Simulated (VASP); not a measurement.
# NiO (Pm-3m) in VASP: notebook, part 2 of 2

VASP 6.6.1. Earlier steps stand in the parts before.

### 3 Single point, PBE+D3(BJ), collinear spin, ferromagnetic start

This run uses another cell than the first one, of 8.81 Å³/atom, 1.121 times its volume.

Contents of INCAR:

```
ALGO     = Normal         # electronic algorithm
EDIFF    = 1E-6           # SCF threshold, eV
ENCUT    = 520            # plane-wave cutoff, eV
GGA      = PE             # functional
ISIF     = 2              # what is computed and relaxed
ISMEAR   = -1             # smearing method
ISPIN    = 2              # spin polarisation
IVDW     = 12             # dispersion correction
LASPH    = True           # aspherical terms in the spheres
LCHARG   = False          # write CHGCAR
LMAXMIX  = 4              # l up to which the mixer works
LORBIT   = 11             # projections on sites
LREAL    = False          # projectors in reciprocal space
LWAVE    = False          # write WAVECAR
MAGMOM   = 1 0            # initial moments
NBANDS   = 19             # bands
NELM     = 150            # most SCF steps
PREC     = Accurate       # precision mode
SIGMA    = 0.05           # smearing width, eV
```

Contents of KPOINTS:

```
k-points
0
Gamma
  11 11 11
```

Contents of POSCAR:

```
NiO
1.0
    2.6017139656      0.0000000000      0.0000000000
    0.0000000000      2.6017139656      0.0000000000
    0.0000000000      0.0000000000      2.6017139656
Ni O
1 1
Direct
    0.0000000000      0.0000000000      0.0000000000
    0.5000000000      0.5000000000      0.5000000000
```

Potentials or basis: VASP PAW PBE potentials, release 64 (Ni, O).

On the command line:

```
cat potpaw_PBE.64/Ni/POTCAR potpaw_PBE.64/O/POTCAR > POTCAR
mpirun -np 1 vasp_std > vasp.out
```

OUTCAR:

```text
EDIFF = 1E-6
   ENCUT = 520
   GGA = PE
   ISIF = 2
   ISMEAR = -1
   ISPIN = 2
   IVDW = 12
   LASPH = True
   LORBIT = 11
   LREAL = False
   NELM = 150
   PREC = Accurate
 IVDW          = 12

 ion  position               nearest neighbor table
   1  0.000  0.000  0.000-   2 2.25   2 2.25   2 2.25   2 2.25   2 2.25   2 2.25   2 2.25   2 2.25

   2  0.500  0.500  0.500-   1 2.25   1 2.25   1 2.25   1 2.25   1 2.25   1 2.25   1 2.25   1 2.25

  LATTYP: Found a simple cubic cell.
 ALAT       =     2.6017139656

  Lattice vectors:

 A1 = (   2.6017139656,   0.0000000000,   0.0000000000)
 A2 = (   0.0000000000,   2.6017139656,   0.0000000000)
 A3 = (   0.0000000000,   0.0000000000,   2.6017139656)

Analysis of symmetry for initial positions (statically):
=====================================================================
 Subroutine PRICEL returns:
 Original cell was already a primitive cell.

 Routine SETGRP: Setting up the symmetry group for a
 simple cubic supercell.

[... 728 lines left out ...]
      6       6.2226      1.00000
[... 517 lines left out ...]
     18      39.0188      0.00000
     19      43.1261      0.00000

 [... further k-points ...]

------------------------ aborting loop because EDIFF is reached ----------------------------------------

 Edisp (eV)   -0.54290

 E8    (eV) :    -0.2066

  FORCE on cell =-STRESS in cart. coord.  units (eV):
  Direction    XX          YY          ZZ          XY          YZ          ZX
  --------------------------------------------------------------------------------------
  -------------------------------------------------------------------------------------
  Total      -0.03967    -0.03967    -0.03967     0.00000     0.00000     0.00000
  in kB      -3.60948    -3.60948    -3.60948     0.00000     0.00000     0.00000
  external pressure =       -3.61 kB  Pullay stress =        0.00 kB

 VOLUME and BASIS-vectors are now :
 -----------------------------------------------------------------------------
  energy-cutoff  :      520.00
  volume of cell :       17.61
      direct lattice vectors                 reciprocal lattice vectors
     2.601713966  0.000000000  0.000000000     0.384362006  0.000000000  0.000000000
     0.000000000  2.601713966  0.000000000     0.000000000  0.384362006  0.000000000
     0.000000000  0.000000000  2.601713966     0.000000000  0.000000000  0.384362006

 POSITION                                       TOTAL-FORCE (eV/Angst)
 -----------------------------------------------------------------------------------
      0.00000      0.00000      0.00000         0.000000      0.000000      0.000000
      1.30086      1.30086      1.30086         0.000000      0.000000      0.000000
 -----------------------------------------------------------------------------------
    total drift:                                0.000000      0.000000      0.000000

  FREE ENERGIE OF THE ION-ELECTRON SYSTEM (eV)
  ---------------------------------------------------
  free  energy   TOTEN  =       -11.0358553316 eV

  energy  without entropy=      -11.0153474088  energy(sigma->0) =      -11.02560137

 total charge

# of ion       s       p       d       tot
------------------------------------------
    1        0.314   0.362   8.257   8.933
    2        1.595   3.296   0.000   4.891
--------------------------------------------------
tot          1.910   3.657   8.257  13.824

 magnetization (x)

# of ion       s       p       d       tot
------------------------------------------
    1       -0.013  -0.008   1.412   1.392
    2        0.009   0.491   0.000   0.500
--------------------------------------------------
tot         -0.004   0.483   1.412   1.891
```

Wall time 34 s (1 thread of Intel Xeon Platinum 8259CL at 2.50GHz (Skylake/Cascade Lake), shared host); peak memory 0.16 GiB.

Results:

```
Free energy                                           : -11.0359 eV
Pressure                                              : -0.4 GPa
Net moment                                            : 1.93 μB per cell
Site moments                                          : Ni +1.39; O +0.50 μB
Valence electrons inside the program's atomic spheres : Ni 8.93; O 4.89
Dispersion energy per atom                            : -0.271 eV
```

Caveat: a cell with one magnetic atom can't hold antiferromagnetic order, which such compounds often take; semilocal functionals often make such compounds metallic where correlation or magnetic order opens a gap, which also shifts bond lengths; pairwise dispersion overbinds metals, which lowers pressure and volume. With open d or f shells a metallic result of PBE can be an artefact of self-interaction; +U or a hybrid may open a gap.

### 4 Single point, PBE+D4, collinear spin, ferromagnetic start

This run uses another cell than the first one, of 8.79 Å³/atom, 1.119 times its volume.

Contents of INCAR:

```
SYSTEM = NiO
ALGO     = Normal         ! electronic algorithm
EDIFF    = 1E-6           ! SCF threshold, eV
ENCUT    = 520            ! plane-wave cutoff, eV
GGA      = PE             ! functional
ISIF     = 2              ! what is computed and relaxed
ISMEAR   = -1             ! smearing method
ISPIN    = 2              ! spin polarisation
IVDW     = 13             ! dispersion correction
LASPH    = .TRUE.         ! aspherical terms in the spheres
LCHARG   = .FALSE.        ! write CHGCAR
LMAXMIX  = 4              ! l up to which the mixer works
LORBIT   = 11             ! projections on sites
LREAL    = .FALSE.        ! projectors in reciprocal space
LWAVE    = .FALSE.        ! write WAVECAR
MAGMOM   = 1 0            ! initial moments
NBANDS   = 19             ! bands
NELM     = 150            ! most SCF steps
PREC     = Accurate       ! precision mode
SIGMA    = 0.05           ! smearing width, eV
```

Contents of KPOINTS:

```
k-points
0
G
  11 11 11
  0 0 0
```

Contents of POSCAR:

```
NiO
1.0
    2.6000879224      0.0000000000      0.0000000000
    0.0000000000      2.6000879224      0.0000000000
    0.0000000000      0.0000000000      2.6000879224
Ni O
1 1
Direct
    0.0000000000      0.0000000000      0.0000000000
    0.5000000000      0.5000000000      0.5000000000
```

On the command line:

```
cat potpaw_PBE.64/Ni/POTCAR potpaw_PBE.64/O/POTCAR > POTCAR
mpirun -np 1 vasp_std > vasp.out
```

Run time: 41 s. Hardware: 1 thread of Intel Xeon Platinum 8259CL at 2.50GHz (Skylake/Cascade Lake), shared host; peak memory 0.15 GiB.

It converged, with:

| Property | Result |
| --- | --- |
| Free energy | -11.1282 eV |
| Pressure | -0.4 GPa |
| Net moment | 1.93 μB per cell |
| Site moments | Ni +1.39; O +0.50 μB |
| Valence electrons inside the program's atomic spheres | Ni 8.94; O 4.89 |
| Dispersion energy per atom | -0.318 eV |

Levels at points of the mesh, in eV from the Fermi level:
Spin up:
| k point | band 5 | band 6 | band 7 | band 8 | band 9 | band 10 | band 11 | band 12 | band 13 | band 14 |
| --- | --- | --- | --- | --- | --- | --- | --- | --- | --- | --- |
| (0.00, 0.00, 0.00) | -2.61 | -2.61 | -1.85 | -1.85 | -1.85 | 0.97 | 15.92 | 15.92 | 20.33 | 20.33 |
Spin down:
| k point | band 5 | band 6 | band 7 | band 8 | band 9 | band 10 |
| --- | --- | --- | --- | --- | --- | --- |
| (0.00, 0.00, 0.00) | -1.73 | -1.73 | -0.20 | -0.20 | -0.20 | 1.40 |

Caveat: a cell with one magnetic atom can't hold antiferromagnetic order, which such compounds often take; semilocal functionals often make such compounds metallic where correlation or magnetic order opens a gap, which also shifts bond lengths; pairwise dispersion overbinds metals, which lowers pressure and volume.

### 5 Overview

| level | cell | gap on the mesh (eV) | pressure (GPa) | moment (μB) |
| --- | --- | --- | --- | --- |
| PBE+D3(BJ) | a = 2.505 Å, 2 atoms | none | 19.2 | 0.73 |
| PBE+D3(BJ) | a = 2.602 Å, 2 atoms | none | -0.4 | 1.93 |
| PBE+D4 | a = 2.600 Å, 2 atoms | none | -0.4 | 1.93 |

Alike in all rows: task single point; potentials or basis VASP PAW PBE potentials, release 64 (Ni, O); spin collinear, ferromagnetic start; k mesh 11 × 11 × 11; cutoff (eV) 520; smearing fermi-dirac 0.05 eV.

Caveats: a cell with one magnetic atom can't hold antiferromagnetic order, which such compounds often take; semilocal functionals often make such compounds metallic where correlation or magnetic order opens a gap, which also shifts bond lengths; pairwise dispersion overbinds metals, which lowers pressure and volume; three body term missing (some runs).

Total energies depend on the potentials used, so only differences within one code and one set of settings carry meaning.
